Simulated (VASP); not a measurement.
# VSi (rocksalt type): relaxation of cell and atoms with PBE

VSi (rocksalt type):

```
V Si
1.0
     0.00000    2.43158    2.43158
     2.43158    0.00000    2.43158
     2.43158    2.43158    0.00000
V Si
1 1
Cartesian
  0.0000 0.0000 0.0000
  2.4316 2.4316 2.4316
```

```yaml
Program: VASP 6.6.1
Task: relaxation of cell and atoms
Functional: PBE
Potentials_or_basis: VASP PAW PBE potentials, release 64 (V_sv, Si)
Cutoff: 600 eV
k_mesh: 13 × 13 × 13
Occupations: fermi-dirac, width 0.03 eV
Spin: collinear spin, ferromagnetic start
Starting_moments: "[1.5, 0.0] μB"
Dipole_correction: no
Further_INCAR_settings: ALGO = Normal; EDIFF = 1e-06; IBRION = 2; EDIFFG = -0.005; NSW = 100; ISIF = 3
```

| Quantity | Value |
| --- | --- |
| Relaxed volume | 14.60 Å³/atom |
| Relaxed cell | a = 3.457 Å, b = 3.457 Å, c = 3.457 Å, α = 60.00°, β = 60.00°, γ = 60.00° |
| Space group after relaxing (to 0.1 Å) | Fm-3m (No. 225) |
| Energy gained by relaxing | 1.5 meV/atom |
| Ionic steps | 3 |
| Pressure after relaxing | 0.0 GPa |
| Net moment | 0.00 μB per cell |
| Valence electrons inside the program's atomic spheres | V 11.61; Si 1.75 |

Step by step:
| step | energy change (eV) | largest force (eV/Å) | pressure (GPa) | volume (Å³) |
| --- | --- | --- | --- | --- |
| 1 | 0.0000 | 0.0000 | 2.16 | 28.75 |
| 2 | -0.0011 | 0.0000 | -1.81 | 29.57 |
| 3 | -0.0030 | 0.0000 | -0.04 | 29.21 |

Final structure:
```
V Si
1.0
     0.00000    2.44432    2.44432
     2.44432    0.00000    2.44432
     2.44432    2.44432    0.00000
V Si
1 1
Cartesian
  0.0000 0.0000 0.0000
  2.4443 2.4443 2.4443
```

Levels at points of the mesh, in eV from the Fermi level:
Spin up:
```
           k point  band 4  band 5  band 6  band 7  band 8  band 9  band 10  band 11  band 12  band 13
(0.00, 0.00, 0.00)  -38.25  -11.21   -0.92   -0.92   -0.92   -0.63    -0.63     3.55     3.55     3.55
```
Spin down:
```
           k point  band 6  band 7  band 8  band 9  band 10  band 11
(0.00, 0.00, 0.00)   -0.92   -0.92   -0.92   -0.63    -0.63     3.55
```

Wall time 70 s on 1 thread of Intel(R) Xeon(R) 6975P-C (Granite Rapids) (shared host), peak memory 0.22 GiB.
